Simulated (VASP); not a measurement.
A run of VASP 6.6.1:

The input POSCAR:

```
LaAl2N3
1.0
   -1.7596114702      1.7596114702      6.5584334597
    1.7596114702     -1.7596114702      6.5584334597
    1.7596114702      1.7596114702     -6.5584334597
La N Al
1 3 2
Direct
    0.0000000000      0.0000000000      0.0000000000
    0.8162460486      0.8162460486      0.0000000000
    0.1837539514      0.1837539514      0.0000000000
    0.5000000000      0.5000000000      0.0000000000
    0.3275977171      0.3275977171      0.0000000000
    0.6724022829      0.6724022829      0.0000000000
```

Contents of INCAR.step1:

```
  PREC = Accurate
  ENCUT = 520
  ISMEAR = -1
  SIGMA = 0.02
  LREAL = False
  LASPH = True
  NELM = 80
  NBANDS = 25
  GGA = PE
  ALGO = Normal
  EDIFF = 1E-4
  LWAVE = True
  LCHARG = False
```

File INCAR.step2:

```
  PREC = Accurate
  ENCUT = 520
  EDIFF = 1E-6
  ISMEAR = -1
  SIGMA = 0.02
  LREAL = False
  LASPH = True
  NELM = 80
  ALGO = Normal
  ISIF = 2
  LWAVE = False
  LCHARG = False
  METAGGA = R2SCAN
  LMIXTAU = True
  NBANDS = 25
  ISTART = 1
```

KPOINTS

```
Automatic mesh
0
Gamma
  8 8 8
```

Potentials or basis: VASP PAW PBE potentials, release 64 (La, N, Al).

Command:

```sh
$ cat potpaw_PBE.64/La/POTCAR potpaw_PBE.64/N/POTCAR potpaw_PBE.64/Al/POTCAR > POTCAR
$ cp INCAR.step1 INCAR
$ mpirun -np 1 vasp_std > vasp.out
$ cp INCAR.step2 INCAR
$ mpirun -np 1 vasp_std > vasp.out
```

Hardware: 1 thread of Intel(R) Xeon(R) Platinum 8259CL CPU @ 2.50GHz (Skylake/Cascade Lake) (shared host).

**Question.** How long does it take, and how much memory?

**Answer.** It took 47 min on 1 thread of Intel(R) Xeon(R) Platinum 8259CL CPU @ 2.50GHz (Skylake/Cascade Lake) (shared host), peak memory 0.53 GiB. Counts: k points 59.
